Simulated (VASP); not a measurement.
Write the native input for VASP 6.6.1 that does the following.

| Quantity | Value |
| --- | --- |
| Task | relaxation of cell and atoms |
| Functional | BLYP |
| Dispersion | D4 |
| Potentials or basis | VASP PAW PBE potentials, release 64 (N, B) |
| Cutoff | 600 eV |
| k mesh | 12 × 12 × 4 |
| Occupations | fermi-dirac, width 0.05 eV |
| Spin | no spin polarisation |
| Dipole correction | no |
| Further INCAR settings | ALGO = Normal; EDIFF = 1e-06; IBRION = 2; EDIFFG = -0.01; NSW = 60; ISIF = 3 |

The structure of BN lies in POSCAR:

```
BN
1.0
    2.4982400000      0.0000000000      0.0000000000
   -1.2491200000      2.1635393048      0.0000000000
    0.0000000000      0.0000000000      6.6357000000
N B
2 2
Direct
    0.6666666667      0.3333333333      0.2500000000
    0.3333333333      0.6666666667      0.7500000000
    0.6666666667      0.3333333333      0.7500000000
    0.3333333333      0.6666666667      0.2500000000
```

The input as run:

INCAR

```
SYSTEM = BN
  AGGAC = 1.0
  AGGAX = 1.0
  ALDAC = 0.0
  ALDAX = 1.0
  ALGO = Normal
  EDIFF = 1E-6
  EDIFFG = -0.01
  ENCUT = 600
  GGA = B5
  IBRION = 2
  ISIF = 3
  ISMEAR = -1
  IVDW = 13
  LASPH = .True.
  LCHARG = .False.
  LREAL = .False.
  LWAVE = .False.
  NELM = 80
  NSW = 60
  PREC = Accurate
  SIGMA = 0.05
  VDW_A1 = 0.44488865
  VDW_A2 = 4.0933009
  VDW_S6 = 1.0
  VDW_S8 = 2.34076671
```

KPOINTS

```
k-points
0
Gamma
  12 12 4
  0 0 0
```

Potentials or basis: VASP PAW PBE potentials, release 64 (N, B).

Launch:

```console
$ cat potpaw_PBE.64/N/POTCAR potpaw_PBE.64/B/POTCAR > POTCAR
$ mpirun -np 1 vasp_std > vasp.out
```

Results of the run:

```yaml
Relaxed_volume: 8.57 Å³/atom
Relaxed_cell: a = 2.506 Å, b = 2.506 Å, c = 6.305 Å, α = 90.00°, β = 90.00°, γ = 120.00°
Space_group_after_relaxing_to_0.05_Å: P6_3/mmc (No. 194)
Energy_gained_by_relaxing: 4.2 meV/atom
Ionic_steps: 7
Pressure_after_relaxing: -0.1 GPa
Band_gap_on_the_k_mesh: 4.24 eV, indirect (least direct gap 4.59 eV)
Dispersion_energy_per_atom: -0.321 eV
```

Caveat: the PAW data sets were made with another functional, which shifts forces and pressure a little.

Wall time 79 s on 1 thread of Intel(R) Xeon(R) 6975P-C (Granite Rapids), on a shared host, peak memory 0.17 GiB.
